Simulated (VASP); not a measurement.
Input of a VASP 6.6.1 run:

INCAR

```
SYSTEM = Zn
PREC     = Accurate       ! precision mode
ENCUT    = 520            ! plane-wave cutoff, eV
EDIFF    = 1E-6           ! SCF threshold, eV
ISMEAR   = 0              ! smearing method
SIGMA    = 0.1            ! smearing width, eV
LREAL    = .False.        ! projectors in reciprocal space
LASPH    = .True.         ! aspherical terms in the spheres
NELM     = 100            ! most SCF steps
ALGO     = Fast           ! electronic algorithm
ISIF     = 2              ! what is computed and relaxed
LWAVE    = .False.        ! write WAVECAR
LCHARG   = .False.        ! write CHGCAR
GGA      = PE             ! functional
NBANDS   = 12             ! bands
```

The input KPOINTS:

```
Automatic mesh
0
Gamma
  18 18 18
  0 0 0
```

Contents of POSCAR:

```
Zn
1.0
    0.0000000000      1.9647760000      1.9647760000
    1.9647760000      0.0000000000      1.9647760000
    1.9647760000      1.9647760000      0.0000000000
Zn
1
Direct
    0.0000000000      0.0000000000      0.0000000000
```

Potentials or basis: VASP PAW PBE potentials, release 64 (Zn).

Command:

```sh
$ cat potpaw_PBE.64/Zn/POTCAR > POTCAR
$ mpirun -np 1 vasp_std > vasp.out
```

Task: Predict the pressure.

Result: 0.2 GPa.

Task: Estimate the band gap on the k mesh.

Result: Zero (band 6 reaches 4.72 eV, above the bottom of band 7 at 1.70 eV).
